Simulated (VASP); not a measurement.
# LaAg (P4/mmm) in VASP: a series of runs

LaAg is run at these levels: LDA; tasks: single point.

All numbers are computed with VASP 6.6.1; they aren't measurements. Logs are shortened: lines on timing, memory, paths and dates and some standing lists are left out, and cuts for length are marked.

### Step 1. The cell of the first run

The structure is tetragonal, space group P4/mmm (No. 123). Conventional cell: a = 3.846 Å, b = 3.846 Å, c = 3.856 Å, α = 90.00°, β = 90.00°, γ = 90.00°. La (site symmetry 4/mmm) has 8 Ag at 3.33 Å and 6 La at 3.85 to 3.86 Å within 4.4 Å. Ag (site symmetry 4/mmm) has 8 La at 3.33 Å and 6 Ag at 3.85 to 3.86 Å within 4.4 Å.

### Step 2. Single point, LDA

INCAR reads:

```
ALGO     = Normal         # electronic algorithm
EDIFF    = 1E-6           # SCF threshold, eV
ENCUT    = 520            # plane-wave cutoff, eV
GGA      = CA             # functional
ISIF     = 2              # what is computed and relaxed
ISMEAR   = 1              # smearing method
LASPH    = True           # aspherical terms in the spheres
LCHARG   = False          # write CHGCAR
LREAL    = False          # projectors in reciprocal space
LWAVE    = False          # write WAVECAR
NBANDS   = 18             # bands
NELM     = 60             # most SCF steps
PREC     = Accurate       # precision mode
SIGMA    = 0.1            # smearing width, eV
```

KPOINTS reads:

```
k-points
0
Gamma
  8 8 8
```

POSCAR reads:

```
LaAg
1.0
    3.8456943135      0.0000000000      0.0000000000
    0.0000000000      3.8456943135      0.0000000000
    0.0000000000      0.0000000000      3.8560882212
La Ag
1 1
Direct
    0.5000000000      0.5000000000      0.5000000000
    0.0000000000      0.0000000000      0.0000000000
```

Potentials or basis: VASP PAW LDA potentials, release 64 (La, Ag).

On the command line:

```sh
cat potpaw_LDA.64/La/POTCAR potpaw_LDA.64/Ag/POTCAR > POTCAR
mpirun -np 1 vasp_std > vasp.out
```

OUTCAR:

```text
EDIFF = 1E-6
   ENCUT = 520
   GGA = CA
   ISIF = 2
   ISMEAR = 1
   LASPH = True
   LREAL = False
   NELM = 60
   PREC = Accurate

 ion  position               nearest neighbor table
   1  0.500  0.500  0.500-   2 3.33   2 3.33   2 3.33   2 3.33   2 3.33   2 3.33   2 3.33   2 3.33

   2  0.000  0.000  0.000-   1 3.33   1 3.33   1 3.33   1 3.33   1 3.33   1 3.33   1 3.33   1 3.33

  LATTYP: Found a simple tetragonal cell.
 ALAT       =     3.8456943135
 C/A-ratio  =     1.0027027389

  Lattice vectors:

 A1 = (   3.8456943135,   0.0000000000,   0.0000000000)
 A2 = (   0.0000000000,   3.8456943135,   0.0000000000)
 A3 = (   0.0000000000,   0.0000000000,   3.8560882212)

Analysis of symmetry for initial positions (statically):
=====================================================================
 Subroutine PRICEL returns:
 Original cell was already a primitive cell.

 Routine SETGRP: Setting up the symmetry group for a
 simple tetragonal supercell.

 Subroutine GETGRP returns: Found 16 space group operations
 (whereof 16 operations were pure point group operations)
 out of a pool of 16 trial point group operations.

The static configuration has the point symmetry D_4h.

Analysis of symmetry for dynamics (positions and initial velocities):
=====================================================================
 Subroutine PRICEL returns:
 Original cell was already a primitive cell.

 Routine SETGRP: Setting up the symmetry group for a
 simple tetragonal supercell.

 Subroutine GETGRP returns: Found 16 space group operations
 (whereof 16 operations were pure point group operations)
 out of a pool of 16 trial point group operations.

The dynamic configuration has the point symmetry D_4h.

 Subroutine INISYM returns: Found 16 space group operations
 (whereof 16 operations are pure point group operations),
 and found     1 'primitive' translations

----------------------------------------------------------------------------------------

                                     Primitive cell

  volume of cell :      57.0291

  direct lattice vectors                    reciprocal lattice vectors
     3.845694314  0.000000000  0.000000000     0.260031068  0.000000000  0.000000000
     0.000000000  3.845694314  0.000000000     0.000000000  0.260031068  0.000000000
     0.000000000  0.000000000  3.856088221     0.000000000  0.000000000  0.259330166

  length of vectors
     3.845694314  3.845694314  3.856088221     0.260031068  0.260031068  0.259330166

  position of ions in fractional coordinates (direct lattice)
     0.500000000  0.500000000  0.500000000
     0.000000000  0.000000000  0.000000000

  ion indices of the primitive-cell ions
   primitive index   ion index
                 1           1
                 2           2

----------------------------------------------------------------------------------------

 KPOINTS: k-points

Automatic generation of k-mesh.
 Grid dimensions read from file:
 generate k-points for:    8    8    8

 Generating k-lattice:

  Cartesian coordinates                     Fractional coordinates (reciprocal lattice)
     0.032503884  0.000000000  0.000000000     0.125000000  0.000000000  0.000000000
     0.000000000  0.032503884  0.000000000     0.000000000  0.125000000  0.000000000
     0.000000000  0.000000000  0.032416271     0.000000000  0.000000000  0.125000000

  Length of vectors
     0.032503884  0.032503884  0.032416271

  Shift w.r.t. Gamma in fractional coordinates (k-lattice)
     0.000000000  0.000000000  0.000000000

 Subroutine IBZKPT returns following result:
 ===========================================

 Found     75 irreducible k-points:

 Following reciprocal coordinates:
            Coordinates               Weight
  0.000000  0.000000  0.000000      1.000000
  0.125000  0.000000  0.000000      4.000000
  0.250000  0.000000  0.000000      4.000000
  0.375000  0.000000  0.000000      4.000000
  0.500000  0.000000  0.000000      2.000000
  0.125000  0.125000  0.000000      4.000000
[... 16 lines left out ...]
  0.375000  0.125000  0.125000     16.000000
  0.500000  0.125000  0.125000      8.000000
 [... further k-points ...]
   k-points           NKPTS =     75   k-points in BZ     NKDIM =     75   number of bands    NBANDS=     18
   number of dos      NEDOS =    301   number of ions     NIONS =      2
   total plane-waves  NPLWV =  27000
   dimension x,y,z NGX =    30 NGY =   30 NGZ =   30
   dimension x,y,z NGXF=    60 NGYF=   60 NGZF=   60
   ions per type =               1   1
   NGX,Y,Z   is equivalent  to a cutoff of  12.97, 12.97, 12.93 a.u.
   NGXF,Y,Z  is equivalent  to a cutoff of  25.94, 25.94, 25.87 a.u.
 SYSTEM =  unknown system
   PREC   = accura    normal or accurate (medium, high low for compatibility)
   ISTART =      0    job   : 0-new  1-cont  2-samecut
   ICHARG =      2    charge: 1-file 2-atom 10-const
   ISPIN  =      1    spin polarized calculation?
   LNONCOLLINEAR =      F non collinear calculations
   LSORBIT =      F    spin-orbit coupling
   LASPH  =      T    aspherical Exc in radial PAW
   ENCUT  =  520.0 eV  38.22 Ry    6.18 a.u.   7.15  7.15  7.17*2*pi/ulx,y,z
   NELM   =     60;   NELMIN=  2; NELMDL= -5     # of ELM steps
   EDIFF  = 0.1E-05   stopping-criterion for ELM
   LREAL  =      F    real-space projection
   EDIFFG = 0.1E-04   stopping-criterion for IOM
   NSW    =      0    number of steps for IOM
   IBRION =     -1    ionic relax: 0-MD 1-quasi-New 2-CG
   NFREE  =      0    steps in history (QN), initial steepest desc. (CG)
   ISIF   =      2    stress and relaxation
   ISYM   =      2    0-nonsym 1-usesym 2-fastsym
   POTIM  = 0.5000    time-step for ionic-motion
   TEBEG  =    0.0;   TEEND  =   0.0 temperature during run
   PSTRESS=    0.0 pullay stress
   NELECT =      22.0000    total number of electrons
   NUPDOWN=      -1.0000    fix difference up-down
   EMIN   =  10.00;   EMAX   =-10.00  energy-range for DOS
   EFERMI =   0.00;   METHOD = LEGACY
   ISMEAR =     1;   SIGMA  =   0.10  broadening in eV -4-tet -1-fermi 0-gaus
   EFERMI_NEDOS =   21; number of points for ismear=-14 and -15
   IALGO  =     38    algorithm
   IMIX   =      4    mixing-type and parameters
     AMIX     =   0.40;   BMIX     =  1.00
     AMIX_MAG =   1.60;   BMIX_MAG =  1.00
  volume/ion in A,a.u.               =      28.51       192.43
  Fermi-wavevector in a.u.,A,eV,Ry     =   1.191746  2.252073 19.323778  1.420258
  Thomas-Fermi vector in A             =   2.327800
   LORBIT       =      0    0 simple, 1 ext, 2 COOP (PROOUT), +10 PAW based schemes
   GGA     = CA    functional components
   LHFCALC =     F    Hartree Fock is set to
   AEXX    =    0.0000 exact exchange contribution
   IVDW    =     0    specifies the selected vdW correction
   LEPSILON=     F    determine dielectric tensor
   LRPA    =     F    only Hartree local field effects (RPA)
 non-spin polarized calculation
 Methfessel and Paxton  Order N= 1 SIGMA  =   0.10
  energy-cutoff  :      520.00
  volume of cell :       57.03
 maximum number of plane-waves:      1568
 NGX is ok and might be reduce to    30
   NGX = 15   NGY = 15   NGZ = 15

 number of electron      21.9999998 magnetization

 Free energy of the ion-electron system (eV)
  ---------------------------------------------------
  ext. energy  EPLUGINS =         0.00000000
  ---------------------------------------------------
  free energy    TOTEN  =        -9.67295574 eV

  energy without entropy =       -9.67437013  energy(sigma->0) =       -9.67342721

 E-fermi :   7.4603     XC(G=0): -10.4393

 val. band max:        7.4526937423   @ k =   0.5000   0.3750   0.0000
 cond. band min:       7.4910787481   @ k =   0.0000   0.0000   0.2500
 fundamental gap:      0.0383850058
 Fermi energy:         7.4603075975

 k-point     1 :       0.0000    0.0000    0.0000
  band No.  band energies     occupation
      1     -25.6229      2.00000
      2      -9.0559      2.00000
      3      -9.0490      2.00000
      4      -9.0490      2.00000
      5       2.3361      2.00000
      6       2.3665      2.00000
[... 10 lines left out ...]
     17       8.7784     -0.00000
     18       8.7784     -0.00000

 k-point     2 :       0.1250    0.0000    0.0000
  band No.  band energies     occupation
      1     -25.6155      2.00000
      2      -9.1522      2.00000
      3      -9.0486      2.00000
      4      -9.0417      2.00000
      5       2.3965      2.00000
      6       2.4538      2.00000
[... 10 lines left out ...]
     17       8.7930     -0.00000
     18       8.7961     -0.00000

 k-point     3 :       0.2500    0.0000    0.0000
  band No.  band energies     occupation
      1     -25.5977      2.00000
      2      -9.3904      2.00000
      3      -9.0311      2.00000
      4      -9.0242      2.00000
      5       2.4707      2.00000
      6       2.6585      2.00000
[... 10 lines left out ...]
     17       8.8369     -0.00000
     18       8.8398     -0.00000

 k-point     4 :       0.3750    0.0000    0.0000
  band No.  band energies     occupation
      1     -25.5797      2.00000
      2      -9.6148      2.00000
      3      -9.0135      2.00000
      4      -9.0066      2.00000
      5       2.5484      2.00000
      6       2.8547      2.00000
[... 375 lines left out ...]
      4      -9.1088      2.00000
      5       2.5755      2.00000
      6       2.7125      2.00000
[... 10 lines left out ...]
     17       8.8997     -0.00000
     18       8.9147     -0.00000

 k-point    23 :       0.3750    0.1250    0.1250
  band No.  band energies     occupation
      1     -25.5661      2.00000
      2      -9.5846      2.00000
      3      -9.0950      2.00000
      4      -9.0894      2.00000
      5       2.6238      2.00000
      6       2.7318      2.00000
[... 10 lines left out ...]
     17       8.9188     -0.00000
     18       8.9411     -0.00000

 k-point    24 :       0.5000    0.1250    0.1250
  band No.  band energies     occupation
      1     -25.5588      2.00000
      2      -9.6716      2.00000
      3      -9.0853      2.00000
      4      -9.0808      2.00000
      5       2.6443      2.00000
      6       2.7239      2.00000
[... 10 lines left out ...]
     17       8.9314     -0.00000
     18       8.9709     -0.00000

 [... further k-points ...]
[... 5 lines left out ...]
  --------------------------------------------------------------------------------------
  -------------------------------------------------------------------------------------
  Total       -2.0750955     -2.0750955     -2.1043393      0.0000000      0.0000000      0.0000000
  in kB      -58.2978034    -58.2978034    -59.1193783      0.0000000      0.0000000      0.0000000
  external PRESSURE =     -58.5716617 kB  Pullay stress =       0.0000000 kB

 VOLUME and BASIS-vectors are now :
 -----------------------------------------------------------------------------
  energy-cutoff  :      520.00
  volume of cell :       57.03
      direct lattice vectors                 reciprocal lattice vectors
     3.845694314  0.000000000  0.000000000     0.260031068  0.000000000  0.000000000
     0.000000000  3.845694314  0.000000000     0.000000000  0.260031068  0.000000000
     0.000000000  0.000000000  3.856088221     0.000000000  0.000000000  0.259330166

 POSITION                                       TOTAL-FORCE (eV/Angst)
 -----------------------------------------------------------------------------------
      1.92285      1.92285      1.92804         0.000000      0.000000      0.000000
      0.00000      0.00000      0.00000         0.000000      0.000000      0.000000
 -----------------------------------------------------------------------------------
    total drift:                                0.000000     -0.000000     -0.000000

  FREE ENERGIE OF THE ION-ELECTRON SYSTEM (eV)
  ---------------------------------------------------
  free  energy   TOTEN  =        -9.6729557442 eV

  energy  without entropy=       -9.6743701343  energy(sigma->0) =       -9.67342721
```

Run time: 78 s. Hardware: 1 thread of AMD EPYC 7R43 (Zen 3), shared host; peak memory 0.2 GiB.

Results:

```yaml
Free_energy: -9.6730 eV
Pressure: -5.9 GPa
Band_gap_on_the_k_mesh: zero (bands 11 and 12 overlap by 2.28 eV)
```

Levels at points of the mesh, in eV from the Fermi level:
```tsv
k point	band 9	band 10	band 11	band 12	band 13	band 14
(0.00, 0.00, 0.00)	-4.54	-4.53	0.14	0.15	1.29	1.30
(0.50, 0.00, 0.00)	-4.49	-2.19	-1.86	-0.08	1.28	1.29
(0.50, 0.50, 0.00)	-4.19	-2.56	0.73	0.73	0.79	1.29
(0.00, 0.00, 0.50)	-4.49	-2.20	-1.88	-0.09	1.28	1.29
(0.50, 0.00, 0.50)	-4.19	-2.57	0.73	0.73	0.76	1.29
(0.50, 0.50, 0.50)	-4.18	-1.56	-1.55	-1.55	-0.04	1.33
```

Caveat: the cell stands under tension; spin-orbit coupling is left out, which moves the levels of the heavy elements.

[end of part 1 of 2]
